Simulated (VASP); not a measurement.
# C: relaxation of cell and atoms with PBEsol

Crystal: C.

```
CELL_PARAMETERS angstrom
0.00000 1.77687 1.77687
1.77687 0.00000 1.77687
1.77687 1.77687 0.00000
ATOMIC_POSITIONS crystal
C 0.75000 0.75000 0.75000
C 0.50000 0.50000 0.50000
```

```
Program                : VASP 6.6.1
Task                   : relaxation of cell and atoms
Functional             : PBEsol
Potentials or basis    : VASP PAW PBE potentials, release 64 (C)
Cutoff                 : 600 eV
k mesh                 : 12 × 12 × 12
Occupations            : gaussian, width 0.02 eV
Spin                   : no spin polarisation
Dipole correction      : no
Further INCAR settings : ALGO = Normal; EDIFF = 1e-06; IBRION = 2; EDIFFG = -0.01; NSW = 100; ISIF = 3
```

- Relaxed volume: 5.62 Å³/atom
- Relaxed cell: a = 2.514 Å, b = 2.514 Å, c = 2.514 Å, α = 60.00°, β = 60.00°, γ = 60.00°
- Space group after relaxing (to 0.05 Å): Fd-3m (No. 227)
- Energy gained by relaxing: 0.0 meV/atom
- Ionic steps: 3
- Pressure after relaxing: 0.0 GPa
- Band gap on the k mesh: 4.06 eV, indirect (least direct gap 5.57 eV)

Final structure:
```xyz
2
Lattice="0.0000 1.7775 1.7775 1.7775 0.0000 1.7775 1.7775 1.7775 0.0000" Properties=species:S:1:pos:R:3 pbc="T T T"
C     2.6662    2.6662    2.6662
C     1.7775    1.7775    1.7775
```

Levels at points of the mesh, in eV from the valence-band top:
```tsv
k point	band 1	band 2	band 3	band 4	band 5	band 6	band 7	band 8
(0.00, 0.00, 0.00)	-21.66	0.00	0.00	0.00	5.57	5.57	5.57	13.59
(0.50, 0.00, 0.00)	-15.77	-13.58	-2.84	-2.84	8.43	8.43	8.97	15.58
(0.50, 0.50, 0.00)	-12.85	-12.85	-6.40	-6.40	4.62	4.62	16.93	16.93
```

Wall time 12 s on 1 thread of Intel(R) Xeon(R) Platinum 8488C (Sapphire Rapids) (shared host), peak memory 0.12 GiB.

Caveat: the PAW data sets were made with another functional, which shifts forces and pressure a little. A k mesh can miss the band edges.
